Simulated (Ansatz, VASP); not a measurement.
# One calculation of BaO, two programs

```
Ba O
1.0
     0.00000    2.79939    2.79939
     2.79939    0.00000    2.79939
     2.79939    2.79939    0.00000
Ba O
1 1
Direct
  0.00000 0.00000 0.00000
  0.50000 0.50000 0.50000
```

Alike in both runs: task single point; functional r2SCAN; k mesh 6 × 6 × 6; no spin polarisation.

|  | VASP | Ansatz |
| --- | --- | --- |
| version | VASP 6.6.1 | Ansatz 0.2.0 |
| potentials or method | VASP PAW PBE potentials, release 64 (Ba_sv, O) | plane waves, PAW |
| plane-wave cutoff (eV) | 660 | 500 |
| occupations | gaussian, width 0.01 eV | fixed |
| valence electrons in the cell | 16 | 16 |

Ansatz gave:

* gap on the k mesh at the Fermi level (eV): 2.47
* pressure (GPa): -2.1

Task: What did VASP give for the same quantities?

Result: gap on the k mesh at the Fermi level (eV): 2.41; pressure (GPa): -0.7.

VASP's potentials were made for PBE, not for r2SCAN.

Spin-orbit coupling is off throughout.
